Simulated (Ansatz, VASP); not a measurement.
Hg in VASP and in Ansatz

The input INCAR:

```
PREC = Accurate ; ENCUT = 520
EDIFF = 1E-8 ; ISMEAR = -1
SIGMA = 0.05 ; LREAL = F
LASPH = T ; NELM = 60
ALGO = Normal ; ISIF = 2
LWAVE = F ; LCHARG = F
GGA = PE ; LEFG = T
NBANDS = 12
```

File KPOINTS:

```
regular mesh
0
Gamma
  12 12 12
```

The input POSCAR:

```
Hg
1.0
    3.0936050160      0.0000000000      0.0000000000
    0.0000000000      3.0936050160      0.0000000000
    0.0000000000      0.0000000000      3.0936050160
Hg
1
Direct
    0.0000000000      0.0000000000      0.0000000000
```

Input for Ansatz:

```yaml
crystal:
  lattice:
    - [3.093605016, 0.0, 0.0]
    - [0.0, 3.093605016, 0.0]
    - [0.0, 0.0, 3.093605016]
  atoms:
    - { symbol: Hg, position: [0.0, 0.0, 0.0] }
kpoints:
  mp_grid: { grid: [12, 12, 12] }
  band_path:
    path:
      - [0.0, 0.0, 0.0]
      - [0.0, 0.5, 0.0]
      - [0.5, 0.5, 0.0]
      - [0.0, 0.0, 0.0]
      - [0.5, 0.5, 0.5]
      - [0.0, 0.5, 0.0]
      - [0.5, 0.5, 0.5]
      - [0.5, 0.5, 0.0]
    npoints: 14
scf:
  occupations: { method: fermi_dirac, width: 0.05 }
hamiltonian:
  xc: pbe
  pseudopotentials: { kind: paw }
output:
  forces: true
  stress: true
  eigenvalues: true
  efg: { contact_densities: true }
  populations: true
  bader: true
  dos: { projected: true, de: 0.2, e_range: [-14, 8] }
  write_density: true
  write_potential: true
  elf: true
  volumetric_format: npy
```

Alike in both runs: task electric field gradients; functional PBE; k mesh 12 × 12 × 12; occupations fermi-dirac, width 0.05 eV; no spin polarisation.

|  | VASP | Ansatz |
| --- | --- | --- |
| version | VASP 6.6.1 | Ansatz 0.2.0 |
| potentials or method | VASP PAW PBE potentials, release 64 (Hg) | PAW with Ansatz's default frozen-core files, scalar-relativistic |
| plane-wave cutoff (eV) | 520 | 420 |
| valence electrons in the cell | 12 | 20 |

VASP gave:

- pressure (GPa): 0.1

What did Ansatz give for the same quantities?

Pressure (GPa): 0.0.

VASP's potentials hold 12 valence electrons a cell and Ansatz's 20, so a difference there can come from the potentials and not from the codes.

Spin-orbit coupling is off throughout.
